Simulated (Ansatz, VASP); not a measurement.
# W: VASP beside Ansatz

```xyz
2
Lattice="2.6435 0.0000 0.0000 -1.3218 2.2894 0.0000 0.0000 0.0000 4.5861" Properties=species:S:1:pos:R:3 pbc="T T T"
W     0.0000    1.5262    1.1465
W     1.3218    0.7631    3.4396
```

Change from the starting cell: volume scaled by 0.84, LAPW.

Alike in both runs: task single point; functional PBE; k mesh 17 × 17 × 9; occupations fermi-dirac, width 0.1 eV; no spin polarisation.

|  | VASP | Ansatz |
| --- | --- | --- |
| version | VASP 6.6.1 | Ansatz 0.2.0 |
| potentials or method | VASP PAW PBE potentials, release 64 (W_sv), cutoff 520 eV | all-electron LAPW, scalar-relativistic |

|  | VASP | Ansatz | Ansatz less VASP |
| --- | --- | --- | --- |
| pressure (GPa) | 69.6 | 67.8 | -1.81 |
| traceless stress, the component that is largest in VASP (GPa) | -0.15 | 0.02 | +0.163 |

Both programs put the cell under a high pressure, so it lies far from rest at this level. Ansatz ran all-electron here, and VASP with PAW potentials.

Neither program's run includes spin-orbit coupling. Noted on VASP's run: the cell as given lies far from equilibrium.
